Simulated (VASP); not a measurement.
# ZrC (rocksalt type) (Fm-3m) in VASP: further runs, part 2 of 3

VASP 6.6.1. Earlier steps stand in the parts before.

**3. Single point, PBE (volume scaled by 0.97)**

File INCAR:

```
PREC     = Accurate       # precision mode
ENCUT    = 520            # plane-wave cutoff, eV
EDIFF    = 1E-7           # SCF threshold, eV
ISMEAR   = -1             # smearing method
SIGMA    = 0.05           # smearing width, eV
LREAL    = F              # projectors in reciprocal space
LASPH    = T              # aspherical terms in the spheres
NELM     = 60             # most SCF steps
ALGO     = Normal         # electronic algorithm
ISIF     = 2              # what is computed and relaxed
LWAVE    = F              # write WAVECAR
LCHARG   = T              # write CHGCAR
GGA      = PE             # functional
LELF     = T              # ELF
LVHAR    = T            
NBANDS   = 15             # bands
```

File KPOINTS:

```
Automatic mesh
0
Gamma
  14 14 14
```

File POSCAR:

```
ZrC
1.0
    0.0000000000      2.3305264872      2.3305264872
    2.3305264872      0.0000000000      2.3305264872
    2.3305264872      2.3305264872      0.0000000000
Zr C
1 1
Direct
    0.0000000000      0.0000000000      0.0000000000
    0.5000000000      0.5000000000      0.5000000000
```

Potentials or basis: VASP PAW PBE potentials, release 64 (Zr_sv, C).

Run with:

```sh
$ cat potpaw_PBE.64/Zr_sv/POTCAR potpaw_PBE.64/C/POTCAR > POTCAR
$ mpirun -np 1 vasp_std > vasp.out
```

OUTCAR:

```text
PREC = Accurate
   ENCUT = 520
   EDIFF = 1E-7
   ISMEAR = -1
   LREAL = F
   LASPH = T
   NELM = 60
   ISIF = 2
   GGA = PE

 ion  position               nearest neighbor table
   1  0.000  0.000  0.000-   2 2.33   2 2.33   2 2.33   2 2.33   2 2.33   2 2.33
   2  0.500  0.500  0.500-   1 2.33   1 2.33   1 2.33   1 2.33   1 2.33   1 2.33

  LATTYP: Found a face centered cubic cell.
 ALAT       =     4.6610529744

  Lattice vectors:

 A1 = (   0.0000000000,   2.3305264872,   2.3305264872)
 A2 = (   2.3305264872,   0.0000000000,   2.3305264872)
 A3 = (   2.3305264872,   2.3305264872,   0.0000000000)

Analysis of symmetry for initial positions (statically):
=====================================================================
 Subroutine PRICEL returns:
 Original cell was already a primitive cell.

 Routine SETGRP: Setting up the symmetry group for a
 face centered cubic supercell.

 Subroutine GETGRP returns: Found 48 space group operations
 (whereof 48 operations were pure point group operations)
 out of a pool of 48 trial point group operations.

The static configuration has the point symmetry O_h .

Analysis of symmetry for dynamics (positions and initial velocities):
=====================================================================
 Subroutine PRICEL returns:
 Original cell was already a primitive cell.

 Routine SETGRP: Setting up the symmetry group for a
 face centered cubic supercell.

 Subroutine GETGRP returns: Found 48 space group operations
 (whereof 48 operations were pure point group operations)
 out of a pool of 48 trial point group operations.

The dynamic configuration has the point symmetry O_h .

 Subroutine INISYM returns: Found 48 space group operations
 (whereof 48 operations are pure point group operations),
 and found     1 'primitive' translations

----------------------------------------------------------------------------------------

                                     Primitive cell

  volume of cell :      25.3158

  direct lattice vectors                    reciprocal lattice vectors
     0.000000000  2.330526487  2.330526487    -0.214543796  0.214543796  0.214543796
     2.330526487  0.000000000  2.330526487     0.214543796 -0.214543796  0.214543796
     2.330526487  2.330526487  0.000000000     0.214543796  0.214543796 -0.214543796

  length of vectors
     3.295862166  3.295862166  3.295862166     0.371600756  0.371600756  0.371600756

  position of ions in fractional coordinates (direct lattice)
     0.000000000  0.000000000  0.000000000
     0.500000000  0.500000000  0.500000000

  ion indices of the primitive-cell ions
   primitive index   ion index
                 1           1
                 2           2

----------------------------------------------------------------------------------------

 KPOINTS: Automatic mesh

Automatic generation of k-mesh.
 Grid dimensions read from file:
 generate k-points for:   14   14   14

 Generating k-lattice:

  Cartesian coordinates                     Fractional coordinates (reciprocal lattice)
    -0.015324557  0.015324557  0.015324557     0.071428571  0.000000000  0.000000000
     0.015324557 -0.015324557  0.015324557     0.000000000  0.071428571  0.000000000
     0.015324557  0.015324557 -0.015324557     0.000000000  0.000000000  0.071428571

  Length of vectors
     0.026542911  0.026542911  0.026542911

  Shift w.r.t. Gamma in fractional coordinates (k-lattice)
     0.000000000  0.000000000  0.000000000

 Subroutine IBZKPT returns following result:
 ===========================================

 Found    104 irreducible k-points:

 Following reciprocal coordinates:
            Coordinates               Weight
  0.000000  0.000000  0.000000      1.000000
  0.071429  0.000000  0.000000      8.000000
  0.142857  0.000000  0.000000      8.000000
  0.214286  0.000000  0.000000      8.000000
  0.285714  0.000000  0.000000      8.000000
  0.357143  0.000000  0.000000      8.000000
[... 16 lines left out ...]
  0.214286  0.142857  0.000000     24.000000
  0.285714  0.142857  0.000000     24.000000
 [... further k-points ...]
   k-points           NKPTS =    104   k-points in BZ     NKDIM =    104   number of bands    NBANDS=     15
   number of dos      NEDOS =    301   number of ions     NIONS =      2
   total plane-waves  NPLWV =  21952
   dimension x,y,z NGX =    28 NGY =   28 NGZ =   28
   dimension x,y,z NGXF=    56 NGYF=   56 NGZF=   56
   ions per type =               1   1
   NGX,Y,Z   is equivalent  to a cutoff of  14.12, 14.12, 14.12 a.u.
   NGXF,Y,Z  is equivalent  to a cutoff of  28.25, 28.25, 28.25 a.u.
 SYSTEM =  unknown system
   PREC   = accura    normal or accurate (medium, high low for compatibility)
   ISTART =      0    job   : 0-new  1-cont  2-samecut
   ICHARG =      2    charge: 1-file 2-atom 10-const
   ISPIN  =      1    spin polarized calculation?
   LNONCOLLINEAR =      F non collinear calculations
   LSORBIT =      F    spin-orbit coupling
   LASPH  =      T    aspherical Exc in radial PAW
   ENCUT  =  520.0 eV  38.22 Ry    6.18 a.u.   6.13  6.13  6.13*2*pi/ulx,y,z
   NELM   =     60;   NELMIN=  2; NELMDL= -5     # of ELM steps
   EDIFF  = 0.1E-06   stopping-criterion for ELM
   LREAL  =      F    real-space projection
   EDIFFG = 0.1E-05   stopping-criterion for IOM
   NSW    =      0    number of steps for IOM
   IBRION =     -1    ionic relax: 0-MD 1-quasi-New 2-CG
   NFREE  =      0    steps in history (QN), initial steepest desc. (CG)
   ISIF   =      2    stress and relaxation
   ISYM   =      2    0-nonsym 1-usesym 2-fastsym
   POTIM  = 0.5000    time-step for ionic-motion
   TEBEG  =    0.0;   TEEND  =   0.0 temperature during run
   PSTRESS=    0.0 pullay stress
   NELECT =      16.0000    total number of electrons
   NUPDOWN=      -1.0000    fix difference up-down
   EMIN   =  10.00;   EMAX   =-10.00  energy-range for DOS
   EFERMI =   0.00;   METHOD = LEGACY
   ISMEAR =    -1;   SIGMA  =   0.05  broadening in eV -4-tet -1-fermi 0-gaus
   EFERMI_NEDOS =   21; number of points for ismear=-14 and -15
   IALGO  =     38    algorithm
   IMIX   =      4    mixing-type and parameters
     AMIX     =   0.40;   BMIX     =  1.00
     AMIX_MAG =   1.60;   BMIX_MAG =  1.00
  volume/ion in A,a.u.               =      12.66        85.42
  Fermi-wavevector in a.u.,A,eV,Ry     =   1.404917  2.654909 26.855082  1.973793
  Thomas-Fermi vector in A             =   2.527431
   LORBIT       =      0    0 simple, 1 ext, 2 COOP (PROOUT), +10 PAW based schemes
   GGA     = PE    functional components
   LHFCALC =     F    Hartree Fock is set to
   AEXX    =    0.0000 exact exchange contribution
   IVDW    =     0    specifies the selected vdW correction
   LEPSILON=     F    determine dielectric tensor
   LRPA    =     F    only Hartree local field effects (RPA)
 non-spin polarized calculation
  energy-cutoff  :      520.00
  volume of cell :       25.32
 maximum number of plane-waves:       701
 NGX is ok and might be reduce to    28
   NGX = 13   NGY = 13   NGZ = 13

 number of electron      16.0000000 magnetization

 Free energy of the ion-electron system (eV)
  ---------------------------------------------------
  ext. energy  EPLUGINS =         0.00000000
  ---------------------------------------------------
  free energy    TOTEN  =       -19.44417313 eV

  energy without entropy =      -19.44177097  energy(sigma->0) =      -19.44297205

 E-fermi :   9.9181     XC(G=0): -12.2586

 val. band max:        9.9097057795   @ k =   0.3571   0.2857   0.0000
 cond. band min:       9.9601389559   @ k =   0.0714   0.0000   0.0000
 fundamental gap:      0.0504331764
 Fermi energy:         9.9180895970

 k-point     1 :       0.0000    0.0000    0.0000
  band No.  band energies     occupation
      1     -38.1018      2.00000
      2     -15.7947      2.00000
      3     -15.7947      2.00000
      4     -15.7947      2.00000
      5      -1.4887      2.00000
      6      10.8470      0.00000
      7      10.8470      0.00000
      8      10.8470      0.00000
      9      11.0087      0.00000
     10      11.0087      0.00000
     11      11.0087      0.00000
     12      12.7919      0.00000
     13      12.7919      0.00000
     14      17.5061      0.00000
     15      20.4181      0.00000
[... 397 lines left out ...]
 k-point    24 :       0.2857    0.1429    0.0000
  band No.  band energies     occupation
      1     -38.0344      2.00000
      2     -16.2635      2.00000
      3     -15.9064      2.00000
      4     -15.8908      2.00000
      5      -0.1303      2.00000
      6       6.6701      2.00000
      7       8.2800      2.00000
      8       8.7804      2.00000
      9      10.8837      0.00000
     10      13.5080      0.00000
     11      13.9886      0.00000
     12      15.3679      0.00000
     13      17.1861      0.00000
     14      20.4272      0.00000
     15      23.7752      0.00000

 [... further k-points ...]
[... 5 lines left out ...]
  --------------------------------------------------------------------------------------
  -------------------------------------------------------------------------------------
  Total        1.1829197      1.1829197      1.1829197     -0.0000000     -0.0000000      0.0000000
  in kB       74.8641186     74.8641186     74.8641186     -0.0000000     -0.0000000      0.0000000
  external PRESSURE =      74.8641186 kB  Pullay stress =       0.0000000 kB

 VOLUME and BASIS-vectors are now :
 -----------------------------------------------------------------------------
  energy-cutoff  :      520.00
  volume of cell :       25.32
      direct lattice vectors                 reciprocal lattice vectors
     0.000000000  2.330526487  2.330526487    -0.214543796  0.214543796  0.214543796
     2.330526487  0.000000000  2.330526487     0.214543796 -0.214543796  0.214543796
     2.330526487  2.330526487  0.000000000     0.214543796  0.214543796 -0.214543796

 POSITION                                       TOTAL-FORCE (eV/Angst)
 -----------------------------------------------------------------------------------
      0.00000      0.00000      0.00000         0.000000      0.000000     -0.000000
      2.33053      2.33053      2.33053         0.000000      0.000000      0.000000
 -----------------------------------------------------------------------------------
    total drift:                                0.000000      0.000000      0.000000

  FREE ENERGIE OF THE ION-ELECTRON SYSTEM (eV)
  ---------------------------------------------------
  free  energy   TOTEN  =       -19.4441731300 eV

  energy  without entropy=      -19.4417709690  energy(sigma->0) =      -19.44297205
```

It took 27 s on 1 thread of Intel Xeon 6975P-C (Granite Rapids), shared host; peak memory 0.18 GiB.

What came out:

```yaml
Free_energy: -19.4442 eV
Pressure: 7.5 GPa
Band_gap_on_the_k_mesh: zero (band 8 reaches 10.85 eV, above the bottom of band 9 at 9.56 eV)
```

Caveat: the cell differs from its parent crystal (volume scaled by 0.97).

**4. Single point, PBE**

This run uses another cell than the first one, of 13.05 Å³/atom, 1.063 times its volume.

File INCAR:

```
  ALGO = Normal
  EDIFF = 1E-6
  ENCUT = 520
  GGA = PE
  ISIF = 2
  ISMEAR = -1
  LASPH = T
  LCHARG = F
  LREAL = F
  LWAVE = F
  NBANDS = 15
  NELM = 80
  PREC = Accurate
  SIGMA = 0.05
```

File KPOINTS:

```
k-points
0
Gamma
  14 14 14
```

File POSCAR:

```
ZrC
1.0
    0.0000000000      2.3543090124      2.3543090124
    2.3543090124      0.0000000000      2.3543090124
    2.3543090124      2.3543090124      0.0000000000
Zr C
1 1
Direct
    0.0000000000      0.0000000000      0.0000000000
    0.5000000000      0.5000000000      0.5000000000
```

Potentials or basis: VASP PAW PBE potentials, release 64 (Zr_sv, C).

Run with:

```sh
$ cat potpaw_PBE.64/Zr_sv/POTCAR potpaw_PBE.64/C/POTCAR > POTCAR
$ mpirun -np 1 vasp_std > vasp.out
```

OUTCAR:

```text
EDIFF = 1E-6
   ENCUT = 520
   GGA = PE
   ISIF = 2
   ISMEAR = -1
   LASPH = T
   LREAL = F
   NELM = 80
   PREC = Accurate

 ion  position               nearest neighbor table
   1  0.000  0.000  0.000-   2 2.35   2 2.35   2 2.35   2 2.35   2 2.35   2 2.35
   2  0.500  0.500  0.500-   1 2.35   1 2.35   1 2.35   1 2.35   1 2.35   1 2.35

  LATTYP: Found a face centered cubic cell.
 ALAT       =     4.7086180248

  Lattice vectors:

 A1 = (   0.0000000000,   2.3543090124,   2.3543090124)
 A2 = (   2.3543090124,   0.0000000000,   2.3543090124)
 A3 = (   2.3543090124,   2.3543090124,   0.0000000000)

Analysis of symmetry for initial positions (statically):
=====================================================================
 Subroutine PRICEL returns:
 Original cell was already a primitive cell.

 Routine SETGRP: Setting up the symmetry group for a
 face centered cubic supercell.

 Subroutine GETGRP returns: Found 48 space group operations
 (whereof 48 operations were pure point group operations)
 out of a pool of 48 trial point group operations.

The static configuration has the point symmetry O_h .

Analysis of symmetry for dynamics (positions and initial velocities):
=====================================================================
 Subroutine PRICEL returns:
 Original cell was already a primitive cell.

 Routine SETGRP: Setting up the symmetry group for a
 face centered cubic supercell.

 Subroutine GETGRP returns: Found 48 space group operations
 (whereof 48 operations were pure point group operations)
 out of a pool of 48 trial point group operations.

The dynamic configuration has the point symmetry O_h .

 Subroutine INISYM returns: Found 48 space group operations
 (whereof 48 operations are pure point group operations),
 and found     1 'primitive' translations

[... 115 lines left out ...]
  volume/ion in A,a.u.               =      13.05        88.06
  Fermi-wavevector in a.u.,A,eV,Ry     =   1.390725  2.628090 26.315258  1.934117
  Thomas-Fermi vector in A             =   2.514633
   LORBIT       =      0    0 simple, 1 ext, 2 COOP (PROOUT), +10 PAW based schemes
   GGA     = PE    functional components
   LHFCALC =     F    Hartree Fock is set to
   AEXX    =    0.0000 exact exchange contribution
   IVDW    =     0    specifies the selected vdW correction
   LEPSILON=     F    determine dielectric tensor
   LRPA    =     F    only Hartree local field effects (RPA)
 non-spin polarized calculation
  energy-cutoff  :      520.00
  volume of cell :       26.10
 maximum number of plane-waves:       725
 NGX is ok and might be reduce to    28
   NGX = 13   NGY = 13   NGZ = 13

 number of electron      16.0000000 magnetization

 Free energy of the ion-electron system (eV)
  ---------------------------------------------------
  ext. energy  EPLUGINS =         0.00000000
  ---------------------------------------------------
  free energy    TOTEN  =       -19.46313253 eV

  energy without entropy =      -19.46070213  energy(sigma->0) =      -19.46191733

 E-fermi :   9.5584     XC(G=0): -12.1075

 val. band max:        9.5267060180   @ k =   0.4286   0.4286   0.0000
 cond. band min:       9.5591907549   @ k =   0.3571   0.2857   0.0000
 fundamental gap:      0.0324847369
 Fermi energy:         9.5583983551

 k-point     1 :       0.0000    0.0000    0.0000
  band No.  band energies     occupation
      1     -38.5728      2.00000
      2     -16.2867      2.00000
      3     -16.2867      2.00000
      4     -16.2867      2.00000
      5      -1.7354      2.00000
      6      10.4862      0.00000
      7      10.4862      0.00000
      8      10.4862      0.00000
      9      10.6449      0.00000
     10      10.6449      0.00000
     11      10.6449      0.00000
     12      12.3498      0.00000
     13      12.3498      0.00000
     14      16.8016      0.00000
[... 401 lines left out ...]
      2     -16.7050      2.00000
      3     -16.3870      2.00000
      4     -16.3732      2.00000
      5      -0.4355      2.00000
      6       6.4002      2.00000
      7       7.9756      2.00000
      8       8.4642      2.00000
      9      10.5264      0.00000
     10      13.0415      0.00000
     11      13.5119      0.00000
     12      14.8437      0.00000
     13      16.5580      0.00000
     14      19.7525      0.00000
     15      23.1663      0.00000

 [... further k-points ...]
[... 5 lines left out ...]
  --------------------------------------------------------------------------------------
  -------------------------------------------------------------------------------------
  Total        0.0418925      0.0418925      0.0418925      0.0000000      0.0000000     -0.0000000
  in kB        2.5717371      2.5717371      2.5717371      0.0000000      0.0000000     -0.0000000
  external PRESSURE =       2.5717371 kB  Pullay stress =       0.0000000 kB

 VOLUME and BASIS-vectors are now :
 -----------------------------------------------------------------------------
  energy-cutoff  :      520.00
  volume of cell :       26.10
      direct lattice vectors                 reciprocal lattice vectors
     0.000000000  2.354309012  2.354309012    -0.212376539  0.212376539  0.212376539
     2.354309012  0.000000000  2.354309012     0.212376539 -0.212376539  0.212376539
     2.354309012  2.354309012  0.000000000     0.212376539  0.212376539 -0.212376539

 POSITION                                       TOTAL-FORCE (eV/Angst)
 -----------------------------------------------------------------------------------
      0.00000      0.00000      0.00000         0.000000      0.000000      0.000000
      2.35431      2.35431      2.35431        -0.000000      0.000000     -0.000000
 -----------------------------------------------------------------------------------
    total drift:                                0.000000      0.000000      0.000000

  FREE ENERGIE OF THE ION-ELECTRON SYSTEM (eV)
  ---------------------------------------------------
  free  energy   TOTEN  =       -19.4631325315 eV

  energy  without entropy=      -19.4607021309  energy(sigma->0) =      -19.46191733
```

Run time: 25 s. Hardware: 1 thread of Intel Xeon 6975P-C (Granite Rapids), shared host; peak memory 0.18 GiB.

What came out:

* Free energy: -19.4631 eV
* Pressure: 0.3 GPa
* Band gap on the k mesh: zero (band 8 reaches 10.49 eV, above the bottom of band 9 at 9.21 eV)

[end of part 2 of 3]
